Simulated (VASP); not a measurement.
The system is CsSnI3.

```
Cs I Sn
1.0
     6.20570    0.00000    0.00000
     0.00000    6.20570    0.00000
     0.00000    0.00000    6.20570
Cs I Sn
1 3 1
Direct
  0.00000 0.00000 0.00000
  0.50000 0.50000 0.00000
  0.50000 0.00000 0.50000
  0.00000 0.50000 0.50000
  0.50000 0.50000 0.50000
```

```yaml
Program: VASP 6.6.1
Task: relaxation of cell and atoms
Functional: SVWN5
Potentials_or_basis: VASP PAW PBE potentials, release 64 (Cs_sv, I, Sn_d)
Cutoff: 600 eV
k_mesh: 5 × 5 × 5
Occupations: fermi-dirac, width 0.05 eV
Spin: no spin polarisation
```

At the start: pressure -1.6 GPa; volume 47.80 Å³/atom.

Question: How do energy, volume and symmetry change on relaxing?

Answer: Over 3 steps the energy falls by 22.0 meV/atom and the volume is 43.70 Å³/atom (-8.6 %); space group Pm-3m (No. 221, to 0.05 Å).

The path:
```tsv
step	energy change (eV)	largest force (eV/Å)	pressure (GPa)	volume (Å³)
1	0.0000	0.0000	-1.56	238.99
2	-0.1030	0.0000	-0.46	223.23
3	-0.1102	0.0000	-0.02	218.48
```

Final structure:
```xyz
5
Lattice="6.0229 0.0000 0.0000 0.0000 6.0229 0.0000 0.0000 0.0000 6.0229" Properties=species:S:1:pos:R:3 pbc="T T T"
Cs    0.0000    0.0000    0.0000
I     3.0114    3.0114    0.0000
I     3.0114    0.0000    3.0114
I     0.0000    3.0114    3.0114
Sn    3.0114    3.0114    3.0114
```

Caveat: the PAW data sets were made with another functional, which shifts forces and pressure a little.
